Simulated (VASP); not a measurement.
Wanted: the native input for a VASP 6.6.1 run.

```yaml
Task: single point
Functional: PBE
Potentials_or_basis: VASP PAW PBE potentials, release 64 (Mg_sv, O, Hg_sv_GW)
Cutoff: 750 eV
k_mesh: 6 × 6 × 4
Occupations: methfessel-paxton, width 0.2 eV
Spin: no spin polarisation
Dipole_correction: no
Mended: yes
Further_INCAR_settings: ALGO = Normal; EDIFF = 1e-06; NBANDS = 29
```

The structure of MgHgO2 lies in POSCAR:

```
MgHgO2
1.0
    3.3878496251      0.0000000000      0.0000000000
    0.0000000000      3.3878496251      0.0000000000
    0.0000000000      0.0000000000      5.0394973193
Mg O Hg
1 2 1
Direct
    0.0000000000      0.0000000000      0.0000000000
    0.0000000000      0.5000000000      0.2023172479
    0.5000000000      0.0000000000      0.7976827521
    0.5000000000      0.5000000000      0.5000000000
```

These files were run (other wordings do the same):

INCAR

```
ALGO = Normal
EDIFF = 1E-6
ENCUT = 750
GGA = PE
GGA_COMPAT = F
ISIF = 2
ISMEAR = 1
LASPH = T
LCHARG = F
LREAL = F
LWAVE = F
NBANDS = 29
NELM = 120
PREC = Accurate
SIGMA = 0.2
```

KPOINTS

```
k-points
0
Gamma
  6 6 4
```

Potentials or basis: VASP PAW PBE potentials, release 64 (Mg_sv, O, Hg_sv_GW).

Command:

```sh
$ cat potpaw_PBE.64/Mg_sv/POTCAR potpaw_PBE.64/O/POTCAR potpaw_PBE.64/Hg_sv_GW/POTCAR > POTCAR
$ mpirun -np 1 vasp_std > vasp.out
```

Results of the run:

```
Pressure      : 3.6 GPa
Largest force : 0.047 eV/Å
```

Caveat: the cell stands under pressure.

Wall time 60 s on 1 thread of AMD EPYC 9R45 96-Core Processor (Zen 5), with other jobs on the host, peak memory 0.24 GiB.
